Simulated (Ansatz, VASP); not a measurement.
**One calculation of Be2CdS, two programs**

```
CELL_PARAMETERS angstrom
0.00000 2.64775 4.11492
3.13299 0.00000 4.11492
3.13299 2.64775 0.00000
ATOMIC_POSITIONS crystal
Be 0.00000 0.50000 0.50000
Be 0.50000 0.00000 0.00000
Cd 0.50000 0.50000 0.50000
S 0.00000 0.00000 0.00000
```

Alike in both runs: functional PBE; k mesh 6 × 6 × 6; occupations gaussian, width 0.1 eV; no spin polarisation.

Ansatz relaxed the structure, and its values are those at the end. VASP's run is a single point on that final structure, the one shown.

|  | VASP | Ansatz |
| --- | --- | --- |
| version | VASP 6.6.1 | Ansatz 0.2.0 |
| potentials or method | VASP PAW PBE potentials, release 64 (Be, Cd, S), cutoff 520 eV | scalar-relativistic, plane waves, PAW |
| valence electrons in the cell | 22 | 30 |

```tsv
	VASP	Ansatz	Ansatz less VASP
gap on the k mesh at the Fermi level (eV)	none	none	-
pressure (GPa)	0.3	0.1	-0.19
```

A gap of «none» marks a metal or a gap that the smearing closes. VASP's potentials hold 22 valence electrons a cell and Ansatz's 30, so a difference there can come from the potentials and not from the codes.
